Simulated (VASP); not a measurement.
Wanted: the native input for a VASP 6.6.1 run.

```yaml
Task: relaxation of cell and atoms
Functional: PBE
Potentials_or_basis: VASP PAW PBE potentials, release 64 (Sc_sv)
Cutoff: 600 eV
k_mesh: 16 × 16 × 16
Occupations: fermi-dirac, width 0.1 eV
Spin: no spin polarisation
Target_pressure: 89 GPa
Dipole_correction: no
Further_INCAR_settings: ALGO = Normal; EDIFF = 1e-07; IBRION = 2; EDIFFG = -0.005; NSW = 60; ISIF = 3
```

The structure of Sc lies in POSCAR:

```
Sc
1.0
    2.3525492401      0.0000000000      0.0000000000
    0.0000000000      2.3525492401      0.0000000000
    0.0000000000      0.0000000000      2.3525492401
Sc
1
Direct
    0.0000000000      0.0000000000      0.0000000000
```

The input as run:

INCAR

```
ALGO = Normal ; EDIFF = 1E-7
EDIFFG = -0.005 ; ENCUT = 600
GGA = PE ; IBRION = 2
ISIF = 3 ; ISMEAR = -1
LASPH = T ; LCHARG = F
LREAL = F ; LWAVE = F
NELM = 60 ; NSW = 60
PREC = Accurate ; PSTRESS = 890.0
SIGMA = 0.1
```

KPOINTS

```
k-points
0
Gamma
  16 16 16
```

Potentials or basis: VASP PAW PBE potentials, release 64 (Sc_sv).

Command:

```sh
$ cat potpaw_PBE.64/Sc_sv/POTCAR > POTCAR
$ mpirun -np 1 vasp_std > vasp.out
```

It gave:

```json
{"Relaxed volume": "12.40 Å³/atom", "Relaxed cell": "a = 2.315 Å, b = 2.315 Å, c = 2.315 Å, α = 90.00°, β = 90.00°, γ = 90.00°", "Space group after relaxing (to 0.05 Å)": "Pm-3m (No. 221)", "Energy change on relaxing (the enthalpy is what falls)": "+316.8 meV/atom", "Ionic steps": "4", "Pressure after relaxing": "89.0 GPa"}
```

Caveat: the cell is relaxed towards a set pressure, so the enthalpy falls and the energy may rise.

Run time: 83 s on 1 thread of Intel Xeon 8259CL (shared host), peak memory 0.15 GiB.
